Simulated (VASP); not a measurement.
A run of VASP 6.6.1 is set up as follows.

File POSCAR:

```
AlN
1.0
    0.0000000000      2.1848764128      2.1848764128
    2.2394983231      0.0000000000      2.1848764128
    2.2394983231      2.1848764128      0.0000000000
Al N
1 1
Direct
    0.0000000000      0.0000000000      0.0000000000
    0.2500000000      0.2500000000      0.2500000000
```

INCAR.step1

```
  ALGO = Normal
  EDIFF = 1E-5
  ENCUT = 520
  GGA = PE
  ISIF = 2
  ISMEAR = 0
  LASPH = True
  LCHARG = False
  LREAL = False
  LWAVE = True
  NBANDS = 11
  NELM = 100
  PREC = Accurate
  SIGMA = 0.01
```

The input INCAR.step2:

```
  ALGO = Normal
  EDIFF = 1E-6
  ENCUT = 520
  GGA = PE
  HFSCREEN = 0.2079
  ISIF = 2
  ISMEAR = 0
  ISTART = 1
  LASPH = True
  LCHARG = False
  LHFCALC = True
  LREAL = False
  LWAVE = False
  NBANDS = 11
  NELM = 100
  PREC = Accurate
  PRECFOCK = Normal
  SIGMA = 0.01
```

KPOINTS

```
k-points
0
Gamma
  8 8 8
```

Potentials or basis: VASP PAW PBE potentials, release 64 (Al, N).

Launch:

```sh
$ cat potpaw_PBE.64/Al/POTCAR potpaw_PBE.64/N/POTCAR > POTCAR
$ cp INCAR.step1 INCAR
$ mpirun -np 1 vasp_std > vasp.out
$ cp INCAR.step2 INCAR
$ mpirun -np 1 vasp_std > vasp.out
```

**Question.** What does it give for the band gap on the k mesh?

**Answer.** 4.45 eV (least direct gap 5.26 eV).

**Question.** Estimate the pressure.

**Answer.** -5.8 GPa.

Stress tensor (GPa, compression positive):
```
-8.40  0.00  0.00
 0.00 -4.51  0.00
 0.00  0.00 -4.51
```

Caveat: the cell differs from its parent crystal (uniaxial x strain +2.5%); the cell stands under tension; the structure was generated, so it needn't be the stable form of AlN; the PAW data sets were made with another functional, which shifts forces and pressure a little. A k mesh can miss the band edges.
